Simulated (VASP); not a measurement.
# Os (P6/mmm) in VASP: notebook

Runs on Os. Level: PBE. Tasks: single point.

All numbers are computed with VASP 6.6.1; they aren't measurements. Logs are shortened: lines on timing, memory, paths and dates and some standing lists are left out, and cuts for length are marked.

**1. The cell of the first run**

Symmetry: P6/mmm, No. 191, hexagonal system. The conventional cell has a = 4.006 Å, b = 4.006 Å, c = 2.481 Å, α = 90.00°, β = 90.00°, γ = 120.00°. Within 3.3 Å of Os (site symmetry 6/mmm) lie 14 Os at 2.48 to 2.62 Å. Within 3.1 Å of Os (site symmetry -6m2) lie 11 Os at 2.31 to 2.62 Å.

**2. Single point, PBE**

Input file INCAR:

```
SYSTEM = Os
PREC = Accurate
ENCUT = 520
EDIFF = 1E-6
ISMEAR = -1
SIGMA = 0.1
LREAL = .False.
LASPH = .True.
NELM = 100
ALGO = Normal
ISIF = 2
LWAVE = .False.
LCHARG = .False.
GGA = PE
NBANDS = 19
```

Input file KPOINTS:

```
Automatic mesh
0
Gamma
  9 9 13
  0 0 0
```

Input file POSCAR:

```
Os
1.0
    4.0062680809      0.0000000000      0.0000000000
   -2.0031340404      3.4695299324      0.0000000000
    0.0000000000      0.0000000000      2.4807967506
Os
3
Direct
    0.0000000000      0.0000000000      0.0000000000
    0.3333333333      0.6666666667      0.5000000000
    0.6666666667      0.3333333333      0.5000000000
```

Potentials or basis: VASP PAW PBE potentials, release 64 (Os).

Started as:

```bash
cat potpaw_PBE.64/Os/POTCAR > POTCAR
mpirun -np 1 vasp_std > vasp.out
```

OUTCAR:

```text
SYSTEM = Os
   PREC = Accurate
   ENCUT = 520
   EDIFF = 1E-6
   ISMEAR = -1
   LREAL = .False.
   LASPH = .True.
   NELM = 100
   ISIF = 2
   GGA = PE

 ion  position               nearest neighbor table
   1  0.000  0.000  0.000-   2 2.62   3 2.62   2 2.62   3 2.62   2 2.62   2 2.62   3 2.62   3 2.62
                             3 2.62   3 2.62   2 2.62   2 2.62
   2  0.333  0.667  0.500-   3 2.31   3 2.31   3 2.31   1 2.62   1 2.62   1 2.62   1 2.62   1 2.62
                             1 2.62
   3  0.667  0.333  0.500-   2 2.31   2 2.31   2 2.31   1 2.62   1 2.62   1 2.62   1 2.62   1 2.62
                             1 2.62

  LATTYP: Found a hexagonal cell.
 ALAT       =     4.0062680809
 C/A-ratio  =     0.6192288435

  Lattice vectors:

 A1 = (   4.0062680809,   0.0000000000,   0.0000000000)
 A2 = (  -2.0031340404,   3.4695299324,   0.0000000000)
 A3 = (   0.0000000000,   0.0000000000,   2.4807967506)

Analysis of symmetry for initial positions (statically):
=====================================================================
 Subroutine PRICEL returns:
 Original cell was already a primitive cell.

 Routine SETGRP: Setting up the symmetry group for a
 hexagonal supercell.

 Subroutine GETGRP returns: Found 24 space group operations
 (whereof 24 operations were pure point group operations)
 out of a pool of 24 trial point group operations.

The static configuration has the point symmetry D_6h.

Analysis of symmetry for dynamics (positions and initial velocities):
=====================================================================
 Subroutine PRICEL returns:
 Original cell was already a primitive cell.

 Routine SETGRP: Setting up the symmetry group for a
 hexagonal supercell.

 Subroutine GETGRP returns: Found 24 space group operations
 (whereof 24 operations were pure point group operations)
 out of a pool of 24 trial point group operations.

The dynamic configuration has the point symmetry D_6h.

 Subroutine INISYM returns: Found 24 space group operations
 (whereof 24 operations are pure point group operations),
 and found     1 'primitive' translations

----------------------------------------------------------------------------------------

                                     Primitive cell

  volume of cell :      34.4827

  direct lattice vectors                    reciprocal lattice vectors
[... 82 lines left out ...]
   ICHARG =      2    charge: 1-file 2-atom 10-const
   ISPIN  =      1    spin polarized calculation?
   LNONCOLLINEAR =      F non collinear calculations
   LSORBIT =      F    spin-orbit coupling
   LASPH  =      T    aspherical Exc in radial PAW
   ENCUT  =  520.0 eV  38.22 Ry    6.18 a.u.   7.45  7.45  4.61*2*pi/ulx,y,z
   NELM   =    100;   NELMIN=  2; NELMDL= -5     # of ELM steps
   EDIFF  = 0.1E-05   stopping-criterion for ELM
   LREAL  =      F    real-space projection
   EDIFFG = 0.1E-04   stopping-criterion for IOM
   NSW    =      0    number of steps for IOM
   IBRION =     -1    ionic relax: 0-MD 1-quasi-New 2-CG
   NFREE  =      0    steps in history (QN), initial steepest desc. (CG)
   ISIF   =      2    stress and relaxation
   ISYM   =      2    0-nonsym 1-usesym 2-fastsym
   POTIM  = 0.5000    time-step for ionic-motion
   TEBEG  =    0.0;   TEEND  =   0.0 temperature during run
   PSTRESS=    0.0 pullay stress
   NELECT =      24.0000    total number of electrons
   NUPDOWN=      -1.0000    fix difference up-down
   EMIN   =  10.00;   EMAX   =-10.00  energy-range for DOS
   EFERMI =   0.00;   METHOD = LEGACY
   ISMEAR =    -1;   SIGMA  =   0.10  broadening in eV -4-tet -1-fermi 0-gaus
   EFERMI_NEDOS =   21; number of points for ismear=-14 and -15
   IALGO  =     38    algorithm
   IMIX   =      4    mixing-type and parameters
     AMIX     =   0.40;   BMIX     =  1.00
     AMIX_MAG =   1.60;   BMIX_MAG =  1.00
  volume/ion in A,a.u.               =      11.49        77.57
  Fermi-wavevector in a.u.,A,eV,Ry     =   1.450813  2.741638 28.638319  2.104857
  Thomas-Fermi vector in A             =   2.568382
   LORBIT       =      0    0 simple, 1 ext, 2 COOP (PROOUT), +10 PAW based schemes
   GGA     = PE    functional components
   LHFCALC =     F    Hartree Fock is set to
   AEXX    =    0.0000 exact exchange contribution
   IVDW    =     0    specifies the selected vdW correction
   LEPSILON=     F    determine dielectric tensor
   LRPA    =     F    only Hartree local field effects (RPA)
 non-spin polarized calculation
  energy-cutoff  :      520.00
  volume of cell :       34.48
 maximum number of plane-waves:       945
 NGX is ok and might be reduce to    30
   NGX = 15   NGY = 15   NGZ =  9

 number of electron      23.9999999 magnetization

 Free energy of the ion-electron system (eV)
  ---------------------------------------------------
  ext. energy  EPLUGINS =         0.00000000
  ---------------------------------------------------
  free energy    TOTEN  =       -28.85912731 eV

  energy without entropy =      -28.80385977  energy(sigma->0) =      -28.83149354

 E-fermi :  13.0696     XC(G=0): -15.1936

 val. band max:       13.0650225142   @ k =   0.2222   0.0000   0.0000
 cond. band min:      13.0720157237   @ k =   0.3333   0.2222   0.1538
 fundamental gap:      0.0069932095
 Fermi energy:        13.0695520635

 k-point     1 :       0.0000    0.0000    0.0000
  band No.  band energies     occupation
      1      -0.0148      2.00000
      2       3.4086      2.00000
      3       7.0808      2.00000
      4       7.5940      2.00000
      5       7.5940      2.00000
      6       7.6062      2.00000
[... 505 lines left out ...]
      6       7.1249      2.00000
[... 11 lines left out ...]
     18      16.0923      0.00000
     19      27.3044      0.00000

 [... further k-points ...]
[... 5 lines left out ...]
  --------------------------------------------------------------------------------------
  -------------------------------------------------------------------------------------
  Total       35.4241230     35.4241230     35.6384834      0.0000000      0.0000000      0.0000000
  in kB     1645.9167294   1645.9167294   1655.8765909      0.0000000      0.0000000      0.0000000
  external PRESSURE =    1649.2366832 kB  Pullay stress =       0.0000000 kB

 VOLUME and BASIS-vectors are now :
 -----------------------------------------------------------------------------
  energy-cutoff  :      520.00
  volume of cell :       34.48
      direct lattice vectors                 reciprocal lattice vectors
     4.006268081  0.000000000  0.000000000     0.249608858  0.144111741  0.000000000
    -2.003134040  3.469529932  0.000000000     0.000000000  0.288223483  0.000000000
     0.000000000  0.000000000  2.480796751     0.000000000  0.000000000  0.403096304

 POSITION                                       TOTAL-FORCE (eV/Angst)
 -----------------------------------------------------------------------------------
      0.00000      0.00000      0.00000         0.000000      0.000000      0.000000
     -0.00000      2.31302      1.24040         0.000000      0.000000      0.000000
      2.00313      1.15651      1.24040        -0.000000     -0.000000     -0.000000
 -----------------------------------------------------------------------------------
    total drift:                               -0.000000      0.000000      0.000000

  FREE ENERGIE OF THE ION-ELECTRON SYSTEM (eV)
  ---------------------------------------------------
  free  energy   TOTEN  =       -28.8591273121 eV

  energy  without entropy=      -28.8038597743  energy(sigma->0) =      -28.83149354
```

OSZICAR:

```text
N       E                     dE             d eps       ncg     rms          rms(c)
DAV:   1     0.206927901201E+03    0.20693E+03   -0.11835E+04  3288   0.125E+03
DAV:   2    -0.191910246306E+02   -0.22612E+03   -0.21421E+03  3239   0.445E+02
DAV:   3    -0.303289554382E+02   -0.11138E+02   -0.10681E+02  3820   0.855E+01
DAV:   4    -0.305484852815E+02   -0.21953E+00   -0.21815E+00  3602   0.118E+01
DAV:   5    -0.305505152150E+02   -0.20299E-02   -0.20295E-02  3612   0.967E-01    0.457E+01
DAV:   6    -0.294230230998E+02    0.11275E+01   -0.10366E+00  4666   0.774E+00    0.260E+01
DAV:   7    -0.291347858486E+02    0.28824E+00   -0.25393E+00  4755   0.138E+01    0.517E+00
DAV:   8    -0.288592380005E+02    0.27555E+00   -0.12085E+00  4525   0.965E+00    0.521E-01
DAV:   9    -0.288592788978E+02   -0.40897E-04   -0.43251E-02  3393   0.169E+00    0.440E-01
DAV:  10    -0.288591387956E+02    0.14010E-03   -0.53019E-04  4306   0.197E-01    0.309E-01
DAV:  11    -0.288591346946E+02    0.41009E-05   -0.88389E-05  3456   0.810E-02    0.576E-02
DAV:  12    -0.288591305387E+02    0.41559E-05   -0.46147E-06  3609   0.170E-02    0.185E-02
DAV:  13    -0.288591274575E+02    0.30812E-05   -0.45138E-07  1911   0.595E-03    0.186E-03
DAV:  14    -0.288591273121E+02    0.14542E-06   -0.11647E-07  1776   0.311E-03
   1 F= -.28859127E+02 E0= -.28831494E+02  d E =-.552675E-01
```

stdout:

```text
POSCAR found type information on POSCAR Os
 POSCAR found :  1 types and       3 ions
 scaLAPACK will be used
 LDA part: xc-table for (Slater+PW92), standard interpolation
 POSCAR, INCAR and KPOINTS ok, starting setup
 FFT: planning ... GRIDC
 FFT: planning ... GRID_SOFT
 FFT: planning ... GRID
 WAVECAR not read
 entering main loop
```

Wall time 72 s (1 thread of AMD EPYC 7R43 (Zen 3), shared host); peak memory 0.13 GiB.

Results:

| Item | Value |
| --- | --- |
| Free energy | -28.8591 eV |
| Pressure | 164.9 GPa |
| Band gap on the k mesh | zero (band 12 reaches 14.67 eV, above the bottom of band 13 at 11.01 eV) |

Stress tensor (GPa, compression positive):
```
164.59   0.00   0.00
  0.00 164.59   0.00
  0.00   0.00 165.59
```

Caveat: spin-orbit coupling is left out, which moves the levels of the heavy elements.

**3. Single point, PBE**

Input file INCAR:

```
ALGO     = Normal         # electronic algorithm
EDIFF    = 1E-6           # SCF threshold, eV
ENCUT    = 520            # plane-wave cutoff, eV
GGA      = PE             # functional
ISIF     = 2              # what is computed and relaxed
ISMEAR   = -1             # smearing method
LASPH    = T              # aspherical terms in the spheres
LCHARG   = F              # write CHGCAR
LREAL    = F              # projectors in reciprocal space
LWAVE    = F              # write WAVECAR
NBANDS   = 19             # bands
NELM     = 100            # most SCF steps
PREC     = Accurate       # precision mode
SIGMA    = 0.1            # smearing width, eV
```

Input file KPOINTS:

```
k-points
0
Gamma
  9 9 13
```

Input file POSCAR:

```
Os
1.0
    4.0056123576      0.0000000000      0.0000000000
   -2.0028061788      3.4689620594      0.0000000000
    0.0000000000      0.0000000000      2.4803577937
Os
3
Direct
    0.0000000000      0.0000000000      0.0000000000
    0.3333333333      0.6666666667      0.5000000000
    0.6666666667      0.3333333333      0.5000000000
```

Potentials or basis: VASP PAW PBE potentials, release 64 (Os).

Started as:

```bash
cat potpaw_PBE.64/Os/POTCAR > POTCAR
mpirun -np 1 vasp_std > vasp.out
```

It took 81 s on 1 thread of AMD EPYC 7R43 (Zen 3), shared host; peak memory 0.13 GiB.

Results (log left out):

* Free energy: -28.8412 eV
* Pressure: 165.5 GPa
* Band gap on the k mesh: zero (band 12 reaches 14.68 eV, above the bottom of band 13 at 11.02 eV)

Stress tensor (GPa, compression positive):
```
165.13   0.00   0.00
  0.00 165.13   0.00
  0.00   0.00 166.12
```

Levels at points of the mesh, in eV from the Fermi level:
| k point | band 10 | band 11 | band 12 | band 13 | band 14 | band 15 |
| --- | --- | --- | --- | --- | --- | --- |
| (0.00, 0.00, 0.00) | -3.42 | -2.09 | -2.09 | -2.06 | -2.06 | 3.53 |

Caveat: spin-orbit coupling is left out, which moves the levels of the heavy elements.
